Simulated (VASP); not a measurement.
Runs of VASP 6.6.1 on V. The structure is that of space group Im-3m (No. 229), or close to it. The cells are those of the table. 

```csv
task,level,U,cell,k mesh,cutoff (eV),smearing,dipole correction,tolerance level,purpose,grid for exact exchange (PRECFOCK),share of exact exchange,gap on the mesh (eV),pressure (GPa),moment (μB),relaxed volume (Å³/atom)
single point,RPBE+D3(BJ),-,"a = 2.403 Å, angles 109.5°, 1 atom",12 × 12 × 12,520,fermi-dirac 0.05 eV,no,-,-,-,-,none,1.1,0.00,-
single point,PBE+U,V d U = 6 eV,"a = 2.632 Å, angles 109.7, 109.7, 108.9°, 1 atom",28 × 28 × 28,700,methfessel-paxton 0.05 eV,-,standard,stress,-,-,none,43.9,2.13,-
single point,PBE,-,"a = 2.623 Å, angles 109.5°, 1 atom",12 × 12 × 12,520,gaussian 0.028 eV,no,-,-,-,-,none,(a),0.13,-
single point,PBEsol,-,"a = 2.623 Å, angles 109.5°, 1 atom",11 × 11 × 11,520,fermi-dirac 0.1 eV,no,-,-,-,-,none,-11.6,0.00,-
relaxation of cell and atoms,RPBE+D3(BJ),-,"relaxed from a = 2.623 Å, angles 109.5°, 1 atom",12 × 12 × 12,600,fermi-dirac 0.05 eV,no,-,-,-,-,none,0.0,0.00,10.72
relaxation of cell and atoms,PBE-based screened hybrid with 25 % exact exchange,-,"relaxed from a = 2.623 Å, angles 109.5°, 1 atom",6 × 6 × 6,600,fermi-dirac 0.05 eV,no,-,-,Normal,0.25,none,0.1,0.78,13.36
single point,RPBE,-,"a = 2.623 Å, angles 109.5°, 1 atom",12 × 12 × 12,520,fermi-dirac 0.05 eV,no,-,-,-,-,none,(b),0.00,-
single point,PBEsol,-,"a = 2.623 Å, angles 109.5°, 1 atom",9 × 9 × 9,520,fermi-dirac 0.1 eV,no,-,-,-,-,none,-11.7,0.00,-
```

Alike in all rows: potentials or basis VASP PAW PBE potentials, release 64 (V_sv); spin collinear, ferromagnetic start.

Estimate the missing entries.

(a) -5.1; (b) -1.0.

Caveats: some runs use coarse meshes; the PAW data sets were made with another functional, which shifts forces and pressure a little (at least some runs); the cell stands under tension (at least some runs); the cell stands under pressure (at least some runs); the U is typed as a test and isn't derived for this compound (at least some runs); the volume moved by over 15 % at a fixed basis, so the end points are rough (at least some runs).

A gap of «none» marks levels without a gap at the run's occupations.
